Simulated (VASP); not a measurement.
# Cu6H in VASP: notebook

The runs below take Cu6H through single point, with PBE.

Everything below comes from runs of VASP 6.6.1. Logs are shortened: lines on timing, memory, paths and dates and some standing lists are left out, and cuts for length are marked.

### 1 The cell of the first run

The cell holds a slab with vacuum, 14 atoms: a = 5.133 Å, b = 5.133 Å, c = 21.529 Å, α = 90.00°, β = 90.00°, γ = 90.00°.

### 2 Single point, PBE

Contents of INCAR:

```
PREC = Accurate
ENCUT = 520
EDIFF = 1E-6
ISMEAR = 0
SIGMA = 0.1
LREAL = F
LASPH = T
NELM = 60
ALGO = Fast
ISIF = 2
LWAVE = F
LCHARG = F
LDIPOL = T
IDIPOL = 3
DIPOL = 0.5 0.5 0.282
GGA = PE
NBANDS = 80
```

Contents of KPOINTS:

```
regular mesh
0
Gamma
  5 5 1
```

Contents of POSCAR:

```
Cu6H
1.0
    5.1332392722      0.0000000000      0.0000000000
    0.0000000000      5.1332392722      0.0000000000
    0.0000000000      0.0000000000     21.5289058579
Cu H
12 2
Direct
    0.2500000000      0.2500000000      0.1857967157
    0.2500000000      0.7500000000      0.1857967157
    0.7500000000      0.2500000000      0.1857967157
    0.7500000000      0.7500000000      0.1857967157
    0.0000000000      0.0000000000      0.2677566944
    0.0000000000      0.5000000000      0.2677566944
    0.5000000000      0.0000000000      0.2677566944
    0.5000000000      0.5000000000      0.2677566944
    0.2500000000      0.2500000000      0.3497114952
    0.2500000000      0.7500000000      0.3497114952
    0.7500000000      0.2500000000      0.3497114952
    0.7500000000      0.7500000000      0.3497114952
    0.0698992973      1.0000000000      0.3706136257
    0.4301007027      1.0000000000      0.3706136257
```

Potentials or basis: VASP PAW PBE potentials, release 64 (Cu, H).

The run is started by

```
$ cat potpaw_PBE.64/Cu/POTCAR potpaw_PBE.64/H/POTCAR > POTCAR
$ mpirun -np 1 vasp_std > vasp.out
```

OUTCAR:

```text
PREC = Accurate
   ENCUT = 520
   EDIFF = 1E-6
   ISMEAR = 0
   LREAL = F
   LASPH = T
   NELM = 60
   ISIF = 2
   GGA = PE

 ion  position               nearest neighbor table
   1  0.250  0.250  0.186-   5 2.53   6 2.53   7 2.53   8 2.53   2 2.57   3 2.57   2 2.57   3 2.57

   2  0.250  0.750  0.186-   5 2.53   6 2.53   7 2.53   8 2.53   1 2.57   4 2.57   1 2.57   4 2.57

   3  0.750  0.250  0.186-   5 2.53   6 2.53   7 2.53   8 2.53   1 2.57   4 2.57   4 2.57   1 2.57
[... 4 lines left out ...]
                             6 2.57   7 2.57   6 2.57   7 2.57
   6  0.000  0.500  0.268-   9 2.53  10 2.53  11 2.53  12 2.53   1 2.53   2 2.53   3 2.53   4 2.53
                             5 2.57   8 2.57   5 2.57   8 2.57
   7  0.500  0.000  0.268-   9 2.53  10 2.53  11 2.53  12 2.53   1 2.53   2 2.53   3 2.53   4 2.53
                             5 2.57   8 2.57   8 2.57   5 2.57
   8  0.500  0.500  0.268-   9 2.53  10 2.53  11 2.53  12 2.53   1 2.53   2 2.53   3 2.53   4 2.53
                             6 2.57   7 2.57   7 2.57   6 2.57
   9  0.250  0.250  0.350-  13 1.64  14 1.64   7 2.53   8 2.53   5 2.53   6 2.53  10 2.57  11 2.57
                            10 2.57  11 2.57
  10  0.250  0.750  0.350-  13 1.64  14 1.64   7 2.53   8 2.53   5 2.53   6 2.53   9 2.57  12 2.57
                             9 2.57  12 2.57
  11  0.750  0.250  0.350-   5 2.53   6 2.53   7 2.53   8 2.53   9 2.57  12 2.57  12 2.57   9 2.57

  12  0.750  0.750  0.350-   5 2.53   6 2.53   7 2.53   8 2.53  10 2.57  11 2.57  11 2.57  10 2.57

  13  0.070  0.000  0.371-   9 1.64  10 1.64
  14  0.430  0.000  0.371-   9 1.64  10 1.64

  LATTYP: Found a simple tetragonal cell.
 ALAT       =     5.1332392722
 C/A-ratio  =     4.1940195491

  Lattice vectors:

 A1 = (   5.1332392722,   0.0000000000,   0.0000000000)
 A2 = (   0.0000000000,   5.1332392722,   0.0000000000)
 A3 = (   0.0000000000,   0.0000000000,  21.5289058579)

Analysis of symmetry for initial positions (statically):
=====================================================================
 Subroutine PRICEL returns:
 Original cell was already a primitive cell.

 Routine SETGRP: Setting up the symmetry group for a
 simple tetragonal supercell.

 Subroutine GETGRP returns: Found  4 space group operations
 (whereof  2 operations were pure point group operations)
 out of a pool of 16 trial point group operations.

The static configuration has the point symmetry C_1h.
 The point group associated with its full space group is C_2v.

Analysis of symmetry for dynamics (positions and initial velocities):
=====================================================================
 Subroutine PRICEL returns:
 Original cell was already a primitive cell.

 Routine SETGRP: Setting up the symmetry group for a
 simple tetragonal supercell.

 Subroutine GETGRP returns: Found  4 space group operations
 (whereof  2 operations were pure point group operations)
 out of a pool of 16 trial point group operations.

The dynamic configuration has the point symmetry C_1h.
 The point group associated with its full space group is C_2v.

 Subroutine INISYM returns: Found  4 space group operations
 (whereof  2 operations are pure point group operations),
 and found     1 'primitive' translations

----------------------------------------------------------------------------------------

                                     Primitive cell

  volume of cell :     567.2898

  direct lattice vectors                    reciprocal lattice vectors
     5.133239272  0.000000000  0.000000000     0.194808764  0.000000000  0.000000000
     0.000000000  5.133239272  0.000000000     0.000000000  0.194808764  0.000000000
     0.000000000  0.000000000 21.528905858     0.000000000  0.000000000  0.046449179

  length of vectors
     5.133239272  5.133239272 21.528905858     0.194808764  0.194808764  0.046449179

  position of ions in fractional coordinates (direct lattice)
     0.250000000  0.250000000  0.185796716
     0.250000000  0.750000000  0.185796716
     0.750000000  0.250000000  0.185796716
     0.750000000  0.750000000  0.185796716
     0.000000000  0.000000000  0.267756694
     0.000000000  0.500000000  0.267756694
     0.500000000  0.000000000  0.267756694
[... 47 lines left out ...]
 ===========================================

 Found      9 irreducible k-points:

 Following reciprocal coordinates:
            Coordinates               Weight
  0.000000  0.000000  0.000000      1.000000
  0.200000  0.000000  0.000000      2.000000
  0.000000  0.200000  0.000000      2.000000
  0.400000  0.000000  0.000000      2.000000
  0.000000  0.400000  0.000000      2.000000
  0.200000  0.200000  0.000000      4.000000
  0.400000  0.200000  0.000000      4.000000
 -0.200000  0.400000  0.000000      4.000000
  0.400000  0.400000  0.000000      4.000000
   k-points           NKPTS =      9   k-points in BZ     NKDIM =      9   number of bands    NBANDS=     80
   number of dos      NEDOS =    301   number of ions     NIONS =     14
   total plane-waves  NPLWV = 256000
   dimension x,y,z NGX =    40 NGY =   40 NGZ =  160
   dimension x,y,z NGXF=    80 NGYF=   80 NGZF=  320
   ions per type =              12   2
   NGX,Y,Z   is equivalent  to a cutoff of  12.95, 12.95, 12.36 a.u.
   NGXF,Y,Z  is equivalent  to a cutoff of  25.91, 25.91, 24.71 a.u.
 SYSTEM =  unknown system
   PREC   = accura    normal or accurate (medium, high low for compatibility)
   ISTART =      0    job   : 0-new  1-cont  2-samecut
   ICHARG =      2    charge: 1-file 2-atom 10-const
   ISPIN  =      1    spin polarized calculation?
   LNONCOLLINEAR =      F non collinear calculations
   LSORBIT =      F    spin-orbit coupling
   LASPH  =      T    aspherical Exc in radial PAW
   ENCUT  =  520.0 eV  38.22 Ry    6.18 a.u.   9.54  9.54 40.03*2*pi/ulx,y,z
   NELM   =     60;   NELMIN=  2; NELMDL= -5     # of ELM steps
   EDIFF  = 0.1E-05   stopping-criterion for ELM
   LREAL  =      F    real-space projection
   EDIFFG = 0.1E-04   stopping-criterion for IOM
   NSW    =      0    number of steps for IOM
   IBRION =     -1    ionic relax: 0-MD 1-quasi-New 2-CG
   NFREE  =      0    steps in history (QN), initial steepest desc. (CG)
   ISIF   =      2    stress and relaxation
   ISYM   =      2    0-nonsym 1-usesym 2-fastsym
   POTIM  = 0.5000    time-step for ionic-motion
   TEBEG  =    0.0;   TEEND  =   0.0 temperature during run
   PSTRESS=    0.0 pullay stress
   NELECT =     134.0000    total number of electrons
   NUPDOWN=      -1.0000    fix difference up-down
   EMIN   =  10.00;   EMAX   =-10.00  energy-range for DOS
   EFERMI =   0.00;   METHOD = LEGACY
   ISMEAR =     0;   SIGMA  =   0.10  broadening in eV -4-tet -1-fermi 0-gaus
   EFERMI_NEDOS =   21; number of points for ismear=-14 and -15
   IALGO  =     68    algorithm
   IMIX   =      4    mixing-type and parameters
     AMIX     =   0.40;   BMIX     =  1.00
     AMIX_MAG =   1.60;   BMIX_MAG =  1.00
  volume/ion in A,a.u.               =      40.52       273.45
  Fermi-wavevector in a.u.,A,eV,Ry     =   1.011987  1.912377 13.933957  1.024117
  Thomas-Fermi vector in A             =   2.145069
   LORBIT       =      0    0 simple, 1 ext, 2 COOP (PROOUT), +10 PAW based schemes
   GGA     = PE    functional components
   LHFCALC =     F    Hartree Fock is set to
   AEXX    =    0.0000 exact exchange contribution
   IVDW    =     0    specifies the selected vdW correction
   LEPSILON=     F    determine dielectric tensor
   LRPA    =     F    only Hartree local field effects (RPA)
 non-spin polarized calculation
 RMM-DIIS sequential band-by-band and
 Gauss-broadening in eV      SIGMA  =   0.10
  energy-cutoff  :      520.00
  volume of cell :      567.29
 maximum number of plane-waves:     15381
 NGX is ok and might be reduce to    40
   NGX = 19   NGY = 19   NGZ = 81

 dipolmoment           0.000000      0.000000      0.002457 electrons x Angstroem

 number of electron     133.9999770 magnetization

 dipolmoment           0.000000      0.000000     -0.010483 electrons x Angstroem

 Free energy of the ion-electron system (eV)
  ---------------------------------------------------
  ext. energy  EPLUGINS =         0.00000000
  ---------------------------------------------------
  free energy    TOTEN  =       -46.56996768 eV

  energy without entropy =      -46.54703098  energy(sigma->0) =      -46.55849933

 E-fermi :  -1.3789     XC(G=0):  -4.1246

 val. band max:       -1.4161248669   @ k =   0.0000   0.0000   0.0000
 cond. band min:      -1.3622557463   @ k =  -0.2000   0.4000   0.0000
 fundamental gap:      0.0538691206
 Fermi energy:        -1.3788517122

 k-point     1 :       0.0000    0.0000    0.0000
  band No.  band energies     occupation
      1     -10.8510      2.00000
      2      -8.8002      2.00000
      3      -7.6335      2.00000
      4      -6.4994      2.00000
      5      -6.3655      2.00000
      6      -6.3313      2.00000
[... 727 lines left out ...]
     78       4.2817      0.00000
     79       4.5447      0.00000
 [bands above 79 left out]

------------------------ aborting loop because EDIFF is reached ----------------------------------------

 vacuum level on the upper side and lower side of the slab       (xc-potential included)        -0.200        -0.117

  FORCE on cell =-STRESS in cart. coord.  units (eV):
  Direction    XX          YY          ZZ          XY          YZ          ZX
  --------------------------------------------------------------------------------------
  -------------------------------------------------------------------------------------
  Total       -1.9236231     -1.6944203      2.7511197      0.0000000      0.0000000      0.0000000
  in kB       -5.4328235     -4.7854937      7.7698939      0.0000000      0.0000000      0.0000000
  external PRESSURE =      -0.8161411 kB  Pullay stress =       0.0000000 kB

 VOLUME and BASIS-vectors are now :
 -----------------------------------------------------------------------------
  energy-cutoff  :      520.00
  volume of cell :      567.29
      direct lattice vectors                 reciprocal lattice vectors
     5.133239272  0.000000000  0.000000000     0.194808764  0.000000000  0.000000000
     0.000000000  5.133239272  0.000000000     0.000000000  0.194808764  0.000000000
     0.000000000  0.000000000 21.528905858     0.000000000  0.000000000  0.046449179

 POSITION                                       TOTAL-FORCE (eV/Angst)
 -----------------------------------------------------------------------------------
      1.28331      1.28331      4.00000        -0.000000     -0.027404     -0.007397
      1.28331      3.84993      4.00000        -0.000000      0.027404     -0.007397
      3.84993      1.28331      4.00000         0.000000     -0.010557     -0.026673
      3.84993      3.84993      4.00000         0.000000      0.010557     -0.026673
      0.00000      0.00000      5.76451        -0.153132      0.000000     -0.581315
      0.00000      2.56662      5.76451         0.077300      0.000000     -0.073732
      2.56662      0.00000      5.76451         0.153132      0.000000     -0.581315
      2.56662      2.56662      5.76451        -0.077300      0.000000     -0.073732
      1.28331      1.28331      7.52891        -0.000000      0.642020      0.130388
      1.28331      3.84993      7.52891         0.000000     -0.642020      0.130388
      3.84993      1.28331      7.52891         0.000000      0.090701      0.202136
      3.84993      3.84993      7.52891         0.000000     -0.090701      0.202136
      0.35881      0.00000      7.97891        -1.162443      0.000000      0.356594
      2.20781      0.00000      7.97891         1.162443      0.000000      0.356594
 -----------------------------------------------------------------------------------
    total drift:                               -0.000000      0.000000     -0.002780

  FREE ENERGIE OF THE ION-ELECTRON SYSTEM (eV)
  ---------------------------------------------------
  free  energy   TOTEN  =       -46.5699676831 eV

  energy  without entropy=      -46.5470309850  energy(sigma->0) =      -46.55849933

 vacuum level on the upper side and lower side of the slab         3.013         3.095
```

It took 20 min on 1 thread of Oxide Virtual Turin-like, shared host; peak memory 0.71 GiB.

Results:

| Property | Result |
| --- | --- |
| Free energy | -46.5700 eV |
| Largest force | 1.216 eV/Å |
| Band gap on the k mesh | zero (bands 67 and 68 overlap by 0.46 eV) |

Forces in eV/Å, atoms in the order of the input:
```
Cu   0.000 -0.027 -0.007
Cu   0.000  0.027 -0.007
Cu   0.000 -0.011 -0.027
Cu   0.000  0.011 -0.027
Cu  -0.153  0.000 -0.581
Cu   0.077  0.000 -0.074
Cu   0.153  0.000 -0.581
Cu  -0.077  0.000 -0.074
Cu   0.000  0.642  0.130
Cu   0.000 -0.642  0.130
Cu   0.000  0.091  0.202
Cu   0.000 -0.091  0.202
H   -1.162  0.000  0.357
H    1.162  0.000  0.357
```

### 3 Single point, PBE

Contents of INCAR:

```
  ALGO = Fast
  DIPOL = 0.5 0.5 0.299
  EDIFF = 1E-7
  ENCUT = 520
  GGA = PE
  IDIPOL = 3
  ISIF = 2
  ISMEAR = 0
  LASPH = True
  LCHARG = True
  LDIPOL = True
  LELF = True
  LREAL = False
  LVACPOTAV = True
  LVHAR = True
  LWAVE = False
  NBANDS = 80
  NELM = 80
  PREC = Accurate
  SIGMA = 0.1
```

Contents of KPOINTS:

```
k-points
0
Gamma
  5 5 1
```

Changes to POSCAR since step 2:

```diff
@@ -20,3 +20,3 @@
     0.7500000000      0.7500000000      0.3497114952
-    0.0698992973      1.0000000000      0.3706136257
-    0.4301007027      1.0000000000      0.3706136257
+    0.1769467133      1.0000000000      0.4890590320
+    0.3230532867      1.0000000000      0.4890590320
```

Potentials or basis: VASP PAW PBE potentials, release 64 (Cu, H).

The run is started by

```
$ cat potpaw_PBE.64/Cu/POTCAR potpaw_PBE.64/H/POTCAR > POTCAR
$ mpirun -np 1 vasp_std > vasp.out
```

It took 22 min on 1 thread of Oxide Virtual Turin-like, shared host; peak memory 0.7 GiB.

Results (log left out):

| Item | Value |
| --- | --- |
| Free energy | -46.7413 eV |
| Largest force | 0.048 eV/Å |
| Band gap on the k mesh | zero (bands 67 and 68 overlap by 1.15 eV) |
| Work function of the upper face | 4.39 eV |
| Work function of the lower face | 4.56 eV |

Forces in eV/Å, atoms in the order of the input:
```
Cu   0.000  0.000 -0.040
Cu   0.000  0.000 -0.040
Cu   0.000  0.000 -0.036
Cu   0.000  0.000 -0.036
Cu   0.004  0.000  0.002
Cu   0.003  0.000  0.004
Cu  -0.004  0.000  0.002
Cu  -0.003  0.000  0.004
Cu   0.000  0.009  0.017
Cu   0.000 -0.009  0.017
Cu   0.000  0.004  0.016
Cu   0.000 -0.004  0.016
H   -0.030  0.000  0.037
H    0.030  0.000  0.037
```

Levels at points of the mesh, in eV from the Fermi level:
```tsv
k point	band 63	band 64	band 65	band 66	band 67	band 68	band 69	band 70	band 71	band 72
(0.00, 0.00, 0.00)	-1.14	-0.85	-0.21	-0.21	-0.10	-0.09	-0.03	-0.03	1.33	2.82
```

[end of part 1 of 2]

The gap in the log of VASP goes by the Fermi energy; the results here count the filled bands.